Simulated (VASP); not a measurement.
# ZnS (F-43m) in VASP: a series of runs

The runs below take ZnS through single point, with PBE.

Everything below comes from runs of VASP 6.6.1. Logs are shortened: lines on timing, memory, paths and dates and some standing lists are left out, and cuts for length are marked.

**Experimental background.**

“Electronic, vibrational, and thermodynamic properties of ZnS (zincblende and rocksalt structure)”, 2009, arxiv:0911.5022 quotes, for a bulk crystal of ZnS at 19 K: band gap 3.85 eV (direct).

The results are compared with them further down.

## Step 1: The cell of the first run

It takes space group F-43m (No. 216, cubic). Conventional cell: a = 5.443 Å, b = 5.443 Å, c = 5.443 Å, α = 90.00°, β = 90.00°, γ = 90.00°. Within 3.1 Å of Zn (site symmetry -43m) lie 4 S at 2.36 Å. Within 3.1 Å of S (site symmetry -43m) lie 4 Zn at 2.36 Å.

## Step 2: Single point, PBE

The input, INCAR:

```
ALGO = Normal
EDIFF = 1E-6
ENCUT = 520
GGA = PE
ISIF = 2
ISMEAR = 0
LASPH = True
LCHARG = False
LREAL = False
LWAVE = False
NBANDS = 16
NELM = 80
PREC = Accurate
SIGMA = 0.02
```

The input, KPOINTS:

```
k-points
0
Gamma
  10 10 10
```

The input, POSCAR:

```
ZnS
1.0
    0.0000000000      2.7214810280      2.7214810280
    2.7214810280      0.0000000000      2.7214810280
    2.7214810280      2.7214810280      0.0000000000
Zn S
1 1
Direct
    0.2500000000      0.2500000000      0.2500000000
    0.0000000000      0.0000000000      0.0000000000
```

Potentials or basis: VASP PAW PBE potentials, release 64 (Zn, S).

On the command line:

```bash
cat potpaw_PBE.64/Zn/POTCAR potpaw_PBE.64/S/POTCAR > POTCAR
mpirun -np 1 vasp_std > vasp.out
```

OUTCAR:

```text
EDIFF = 1E-6
   ENCUT = 520
   GGA = PE
   ISIF = 2
   ISMEAR = 0
   LASPH = True
   LREAL = False
   NELM = 80
   PREC = Accurate

 ion  position               nearest neighbor table
   1  0.250  0.250  0.250-   2 2.36   2 2.36   2 2.36   2 2.36
   2  0.000  0.000  0.000-   1 2.36   1 2.36   1 2.36   1 2.36

  LATTYP: Found a face centered cubic cell.
 ALAT       =     5.4429620560

  Lattice vectors:

 A1 = (   0.0000000000,   2.7214810280,   2.7214810280)
 A2 = (   2.7214810280,   0.0000000000,   2.7214810280)
 A3 = (   2.7214810280,   2.7214810280,   0.0000000000)

Analysis of symmetry for initial positions (statically):
=====================================================================
 Subroutine PRICEL returns:
 Original cell was already a primitive cell.

 Routine SETGRP: Setting up the symmetry group for a
 face centered cubic supercell.

 Subroutine GETGRP returns: Found 24 space group operations
 (whereof 24 operations were pure point group operations)
 out of a pool of 48 trial point group operations.

The static configuration has the point symmetry T_d .

Analysis of symmetry for dynamics (positions and initial velocities):
=====================================================================
 Subroutine PRICEL returns:
 Original cell was already a primitive cell.

 Routine SETGRP: Setting up the symmetry group for a
 face centered cubic supercell.

 Subroutine GETGRP returns: Found 24 space group operations
 (whereof 24 operations were pure point group operations)
 out of a pool of 48 trial point group operations.

The dynamic configuration has the point symmetry T_d .

 Subroutine INISYM returns: Found 24 space group operations
 (whereof 24 operations are pure point group operations),
 and found     1 'primitive' translations

----------------------------------------------------------------------------------------

                                     Primitive cell

  volume of cell :      40.3131

  direct lattice vectors                    reciprocal lattice vectors
     0.000000000  2.721481028  2.721481028    -0.183723493  0.183723493  0.183723493
     2.721481028  0.000000000  2.721481028     0.183723493 -0.183723493  0.183723493
     2.721481028  2.721481028  0.000000000     0.183723493  0.183723493 -0.183723493

  length of vectors
     3.848755380  3.848755380  3.848755380     0.318218424  0.318218424  0.318218424

  position of ions in fractional coordinates (direct lattice)
     0.250000000  0.250000000  0.250000000
     0.000000000  0.000000000  0.000000000

  ion indices of the primitive-cell ions
   primitive index   ion index
                 1           1
                 2           2

----------------------------------------------------------------------------------------

 KPOINTS: k-points

Automatic generation of k-mesh.
 Grid dimensions read from file:
 generate k-points for:   10   10   10

 Generating k-lattice:

  Cartesian coordinates                     Fractional coordinates (reciprocal lattice)
    -0.018372349  0.018372349  0.018372349     0.100000000  0.000000000  0.000000000
     0.018372349 -0.018372349  0.018372349     0.000000000  0.100000000  0.000000000
     0.018372349  0.018372349 -0.018372349     0.000000000  0.000000000  0.100000000

  Length of vectors
     0.031821842  0.031821842  0.031821842

  Shift w.r.t. Gamma in fractional coordinates (k-lattice)
     0.000000000  0.000000000  0.000000000

 Subroutine IBZKPT returns following result:
 ===========================================

 Found     47 irreducible k-points:

 Following reciprocal coordinates:
            Coordinates               Weight
  0.000000  0.000000  0.000000      1.000000
  0.100000  0.000000  0.000000      8.000000
  0.200000  0.000000  0.000000      8.000000
  0.300000  0.000000  0.000000      8.000000
  0.400000  0.000000  0.000000      8.000000
  0.500000  0.000000  0.000000      4.000000
[... 16 lines left out ...]
  0.300000  0.300000  0.000000      6.000000
  0.400000  0.300000  0.000000     24.000000
 [... further k-points ...]
   k-points           NKPTS =     47   k-points in BZ     NKDIM =     47   number of bands    NBANDS=     16
   number of dos      NEDOS =    301   number of ions     NIONS =      2
   total plane-waves  NPLWV =  27000
   dimension x,y,z NGX =    30 NGY =   30 NGZ =   30
   dimension x,y,z NGXF=    60 NGYF=   60 NGZF=   60
   ions per type =               1   1
   NGX,Y,Z   is equivalent  to a cutoff of  12.96, 12.96, 12.96 a.u.
   NGXF,Y,Z  is equivalent  to a cutoff of  25.92, 25.92, 25.92 a.u.
 SYSTEM =  unknown system
   PREC   = accura    normal or accurate (medium, high low for compatibility)
   ISTART =      0    job   : 0-new  1-cont  2-samecut
   ICHARG =      2    charge: 1-file 2-atom 10-const
   ISPIN  =      1    spin polarized calculation?
   LNONCOLLINEAR =      F non collinear calculations
   LSORBIT =      F    spin-orbit coupling
   LASPH  =      T    aspherical Exc in radial PAW
   ENCUT  =  520.0 eV  38.22 Ry    6.18 a.u.   7.16  7.16  7.16*2*pi/ulx,y,z
   NELM   =     80;   NELMIN=  2; NELMDL= -5     # of ELM steps
   EDIFF  = 0.1E-05   stopping-criterion for ELM
   LREAL  =      F    real-space projection
   EDIFFG = 0.1E-04   stopping-criterion for IOM
   NSW    =      0    number of steps for IOM
   IBRION =     -1    ionic relax: 0-MD 1-quasi-New 2-CG
   NFREE  =      0    steps in history (QN), initial steepest desc. (CG)
   ISIF   =      2    stress and relaxation
   ISYM   =      2    0-nonsym 1-usesym 2-fastsym
   POTIM  = 0.5000    time-step for ionic-motion
   TEBEG  =    0.0;   TEEND  =   0.0 temperature during run
   PSTRESS=    0.0 pullay stress
   NELECT =      18.0000    total number of electrons
   NUPDOWN=      -1.0000    fix difference up-down
   EMIN   =  10.00;   EMAX   =-10.00  energy-range for DOS
   EFERMI =   0.00;   METHOD = LEGACY
   ISMEAR =     0;   SIGMA  =   0.02  broadening in eV -4-tet -1-fermi 0-gaus
   EFERMI_NEDOS =   21; number of points for ismear=-14 and -15
   IALGO  =     38    algorithm
   IMIX   =      4    mixing-type and parameters
     AMIX     =   0.40;   BMIX     =  1.00
     AMIX_MAG =   1.60;   BMIX_MAG =  1.00
  volume/ion in A,a.u.               =      20.16       136.02
  Fermi-wavevector in a.u.,A,eV,Ry     =   1.251268  2.364554 21.302257  1.565672
  Thomas-Fermi vector in A             =   2.385223
   LORBIT       =      0    0 simple, 1 ext, 2 COOP (PROOUT), +10 PAW based schemes
   GGA     = PE    functional components
   LHFCALC =     F    Hartree Fock is set to
   AEXX    =    0.0000 exact exchange contribution
   IVDW    =     0    specifies the selected vdW correction
   LEPSILON=     F    determine dielectric tensor
   LRPA    =     F    only Hartree local field effects (RPA)
 non-spin polarized calculation
 Gauss-broadening in eV      SIGMA  =   0.02
  energy-cutoff  :      520.00
  volume of cell :       40.31
 maximum number of plane-waves:      1106
 NGX is ok and might be reduce to    30
   NGX = 15   NGY = 15   NGZ = 15

 number of electron      18.0000008 magnetization

 Free energy of the ion-electron system (eV)
  ---------------------------------------------------
  ext. energy  EPLUGINS =         0.00000000
  ---------------------------------------------------
  free energy    TOTEN  =        -6.85257946 eV

  energy without entropy =       -6.85257946  energy(sigma->0) =       -6.85257946

 E-fermi :   2.0506     XC(G=0):  -9.5293

 val. band max:        1.9083836903   @ k =   0.0000   0.0000   0.0000
 cond. band min:       3.9284057229   @ k =   0.0000   0.0000   0.0000
 fundamental gap:      2.0200220327
 Fermi energy:         2.0506279826

 k-point     1 :       0.0000    0.0000    0.0000
  band No.  band energies     occupation
      1     -11.0840      2.00000
      2      -4.3476      2.00000
      3      -4.3476      2.00000
      4      -4.3476      2.00000
      5      -3.8747      2.00000
      6      -3.8747      2.00000
[... 8 lines left out ...]
     15      13.6457      0.00000
     16      13.6581      0.00000

 k-point     2 :       0.1000    0.0000    0.0000
  band No.  band energies     occupation
      1     -11.0113      2.00000
      2      -4.3465      2.00000
      3      -4.3345      2.00000
      4      -4.3345      2.00000
      5      -3.8759      2.00000
      6      -3.8759      2.00000
[... 8 lines left out ...]
     15      13.2108      0.00000
     16      14.2448      0.00000

 k-point     3 :       0.2000    0.0000    0.0000
  band No.  band energies     occupation
      1     -10.8109      2.00000
      2      -4.3258      2.00000
      3      -4.3019      2.00000
      4      -4.3019      2.00000
      5      -3.8758      2.00000
      6      -3.8758      2.00000
[... 8 lines left out ...]
     15      12.7985      0.00000
     16      14.3635      0.00000

 k-point     4 :       0.3000    0.0000    0.0000
  band No.  band energies     occupation
      1     -10.5395      2.00000
      2      -4.2670      2.00000
      3      -4.2670      2.00000
      4      -4.2350      2.00000
      5      -3.8680      2.00000
      6      -3.8680      2.00000
[... 8 lines left out ...]
     15      13.1546      0.00000
     16      13.8089      0.00000
[... 324 lines left out ...]
 k-point    22 :      -0.2000    0.2000    0.0000
  band No.  band energies     occupation
      1     -10.4475      2.00000
      2      -4.2477      2.00000
      3      -4.2441      2.00000
      4      -4.2205      2.00000
      5      -3.8947      2.00000
      6      -3.8388      2.00000
[... 8 lines left out ...]
     15      14.7029      0.00000
     16      16.3802      0.00000

 k-point    23 :       0.3000    0.3000    0.0000
  band No.  band energies     occupation
      1     -10.3571      2.00000
      2      -4.3838      2.00000
      3      -4.1563      2.00000
      4      -4.1563      2.00000
      5      -3.9019      2.00000
      6      -3.8282      2.00000
[... 8 lines left out ...]
     15      14.7110      0.00000
     16      18.4017      0.00000

 k-point    24 :       0.4000    0.3000    0.0000
  band No.  band energies     occupation
      1     -10.1647      2.00000
      2      -4.3487      2.00000
      3      -4.1137      2.00000
      4      -4.1040      2.00000
      5      -3.8481      2.00000
      6      -3.8209      2.00000
[... 8 lines left out ...]
     15      15.2385      0.00000
     16      17.6129      0.00000

 [... further k-points ...]

------------------------ aborting loop because EDIFF is reached ----------------------------------------

  FORCE on cell =-STRESS in cart. coord.  units (eV):
  Direction    XX          YY          ZZ          XY          YZ          ZX
  --------------------------------------------------------------------------------------
  -------------------------------------------------------------------------------------
  Total        0.0429665      0.0429665      0.0429665      0.0000000      0.0000000      0.0000000
  in kB        1.7076334      1.7076334      1.7076334      0.0000000      0.0000000      0.0000000
  external PRESSURE =       1.7076334 kB  Pullay stress =       0.0000000 kB

 VOLUME and BASIS-vectors are now :
 -----------------------------------------------------------------------------
  energy-cutoff  :      520.00
  volume of cell :       40.31
      direct lattice vectors                 reciprocal lattice vectors
     0.000000000  2.721481028  2.721481028    -0.183723493  0.183723493  0.183723493
     2.721481028  0.000000000  2.721481028     0.183723493 -0.183723493  0.183723493
     2.721481028  2.721481028  0.000000000     0.183723493  0.183723493 -0.183723493

 POSITION                                       TOTAL-FORCE (eV/Angst)
 -----------------------------------------------------------------------------------
      1.36074      1.36074      1.36074         0.000000      0.000000     -0.000000
      0.00000      0.00000      0.00000        -0.000000     -0.000000      0.000000
 -----------------------------------------------------------------------------------
    total drift:                                0.000000      0.000000      0.000000

  FREE ENERGIE OF THE ION-ELECTRON SYSTEM (eV)
  ---------------------------------------------------
  free  energy   TOTEN  =        -6.8525794635 eV

  energy  without entropy=       -6.8525794635  energy(sigma->0) =       -6.85257946
```

Run time: 30 s. Hardware: 1 thread of Intel Xeon Platinum 8488C (Sapphire Rapids), shared host; peak memory 0.18 GiB.

Results:

* Free energy: -6.8526 eV
* Pressure: 0.2 GPa
* Band gap on the k mesh: 2.02 eV, direct

## Step 3: Single point, PBE (volume scaled by 1.03)

The input, INCAR:

```
SYSTEM = ZnS
  ALGO = Normal
  EDIFF = 1E-6
  ENCUT = 520
  GGA = PE
  ISIF = 2
  ISMEAR = 0
  LASPH = .TRUE.
  LCHARG = .FALSE.
  LREAL = .FALSE.
  LWAVE = .FALSE.
  NBANDS = 16
  NELM = 60
  PREC = Accurate
  SIGMA = 0.02
```

The input, KPOINTS:

```
k-points
0
G
  10 10 10
  0 0 0
```

The input, POSCAR:

```
ZnS
1.0
    0.0000000000      2.7484281373      2.7484281373
    2.7484281373      0.0000000000      2.7484281373
    2.7484281373      2.7484281373      0.0000000000
Zn S
1 1
Direct
    0.2500000000      0.2500000000      0.2500000000
    0.0000000000      0.0000000000      0.0000000000
```

Potentials or basis: VASP PAW PBE potentials, release 64 (Zn, S).

On the command line:

```bash
cat potpaw_PBE.64/Zn/POTCAR potpaw_PBE.64/S/POTCAR > POTCAR
mpirun -np 1 vasp_std > vasp.out
```

Wall time 33 s (1 thread of Intel Xeon Platinum 8488C (Sapphire Rapids), shared host); peak memory 0.18 GiB.

The run converged. Its results:

| Item | Value |
| --- | --- |
| Free energy | -6.8465 eV |
| Pressure | -1.8 GPa |
| Band gap on the k mesh | 1.89 eV, direct |

Levels at points of the mesh, in eV from the valence-band top:
| k point | band 6 | band 7 | band 8 | band 9 | band 10 | band 11 | band 12 | band 13 |
| --- | --- | --- | --- | --- | --- | --- | --- | --- |
| (0.00, 0.00, 0.00) | -5.71 | 0.00 | 0.00 | 0.00 | 1.89 | 6.43 | 6.43 | 6.43 |
| (0.50, 0.00, 0.00) | -5.53 | -4.96 | -0.79 | -0.79 | 3.21 | 6.95 | 6.95 | 8.68 |
| (0.50, 0.50, 0.00) | -5.51 | -4.36 | -2.04 | -2.04 | 3.52 | 4.07 | 10.63 | 11.62 |

## Step 4: Single point, PBE (volume scaled by 1.06)

The input, INCAR:

```
SYSTEM = ZnS
ALGO = Normal ; EDIFF = 1E-7
ENCUT = 520 ; GGA = PE
ISIF = 2 ; ISMEAR = 0
LASPH = .TRUE. ; LCHARG = .FALSE.
LREAL = .FALSE. ; LWAVE = .FALSE.
NBANDS = 16 ; NELM = 80
PREC = Accurate ; SIGMA = 0.02
```

KPOINTS is that of step 3.

The input, POSCAR:

```
ZnS
1.0
    0.0000000000      2.7748569522      2.7748569522
    2.7748569522      0.0000000000      2.7748569522
    2.7748569522      2.7748569522      0.0000000000
Zn S
1 1
Direct
    0.2500000000      0.2500000000      0.2500000000
    0.0000000000      0.0000000000      0.0000000000
```

On the command line:

```bash
cat potpaw_PBE.64/Zn/POTCAR potpaw_PBE.64/S/POTCAR > POTCAR
mpirun -np 1 vasp_std > vasp.out
```

Wall time 27 s (1 thread of Intel Xeon Platinum 8488C (Sapphire Rapids), shared host); peak memory 0.18 GiB.

The run converged. Its results:

| Item | Value |
| --- | --- |
| Free energy | -6.8269 eV |
| Pressure | -3.4 GPa |
| Band gap on the k mesh | 1.77 eV, direct |

Levels at points of the mesh, in eV from the valence-band top:
```csv
k point,band 5,band 6,band 7,band 8,band 9,band 10,band 11,band 12,band 13,band 14
"(0.00, 0.00, 0.00)",-5.65,-5.65,0.00,0.00,0.00,1.77,6.44,6.44,6.44,11.43
"(0.50, 0.00, 0.00)",-5.62,-5.47,-4.79,-0.76,-0.76,3.15,6.96,6.96,8.56,11.83
"(0.50, 0.50, 0.00)",-5.59,-5.46,-4.25,-1.94,-1.94,3.58,4.05,10.44,11.43,11.43
```

## Step 5: Single point, PBE

The input, INCAR:

```
SYSTEM = ZnS
  PREC = Accurate
  ENCUT = 520
  EDIFF = 1E-6
  ISMEAR = 0
  SIGMA = 0.02
  LREAL = .False.
  LASPH = .True.
  NELM = 60
  ALGO = Normal
  ISIF = 2
  LWAVE = .False.
  LCHARG = .True.
  GGA = PE
  LELF = .True.
  LVHAR = .True.
  NBANDS = 16
```

The input, KPOINTS:

```
regular mesh
0
Gamma
  10 10 10
  0 0 0
```

The input, POSCAR:

```
ZnS
1.0
    0.0000000000      2.7214810274      2.7214810274
    2.7214810274      0.0000000000      2.7214810274
    2.7214810274      2.7214810274      0.0000000000
Zn S
1 1
Direct
    0.2500000000      0.2500000000      0.2500000000
    0.0000000000      0.0000000000      0.0000000000
```

On the command line:

```bash
cat potpaw_PBE.64/Zn/POTCAR potpaw_PBE.64/S/POTCAR > POTCAR
mpirun -np 1 vasp_std > vasp.out
```

It took 16 s on 1 thread of Intel Xeon Platinum 8559C (Emerald Rapids), shared host; peak memory 0.18 GiB.

The run converged. Its results:

```
Free energy            : -6.8526 eV
Pressure               : 0.2 GPa
Band gap on the k mesh : 2.02 eV, direct
```

Levels at points of the mesh, in eV from the valence-band top:
```
           k point  band 7  band 8  band 9  band 10  band 11  band 12
(0.00, 0.00, 0.00)    0.00    0.00    0.00     2.02     6.41     6.41
(0.50, 0.00, 0.00)   -5.15   -0.84   -0.84     3.27     6.94     6.94
(0.50, 0.50, 0.00)   -4.47   -2.14   -2.14     3.45     4.07    10.83
```

## Step 6: The runs side by side

| cell | gap on the mesh (eV) | pressure (GPa) |
| --- | --- | --- |
| a = 3.849 Å, angles 60.0°, 2 atoms | 2.02 | 0.2 |
| a = 3.887 Å, angles 60.0°, 2 atoms | 1.89 | -1.8 |
| a = 3.924 Å, angles 60.0°, 2 atoms | 1.77 | -3.4 |

Alike in all rows: task single point; level PBE; potentials or basis VASP PAW PBE potentials, release 64 (Zn, S); no spin polarisation; k mesh 10 × 10 × 10; cutoff (eV) 520; smearing gaussian 0.02 eV.

Total energies depend on the potentials used, so only differences within one code and one set of settings carry meaning.

## Step 7: How close it comes

Step 2. Measured gap of ZnS: 3.85 eV (direct; 19 K; quoted in “Electronic, vibrational, and thermodynamic properties of ZnS (zincblende and rocksalt structure)”, 2009, arxiv:0911.5022). This calculation gives 2.02 eV (-1.83 eV). The value is that of PBE, without temperature or zero-point motion. Semilocal functionals fall short of measured gaps as a rule.

Step 5. Measured gap of ZnS: 3.85 eV (direct; 19 K; quoted in “Electronic, vibrational, and thermodynamic properties of ZnS (zincblende and rocksalt structure)”, 2009, arxiv:0911.5022). This calculation gives 2.02 eV (-1.83 eV). The value is that of PBE, without temperature or zero-point motion. Semilocal functionals fall short of measured gaps as a rule.
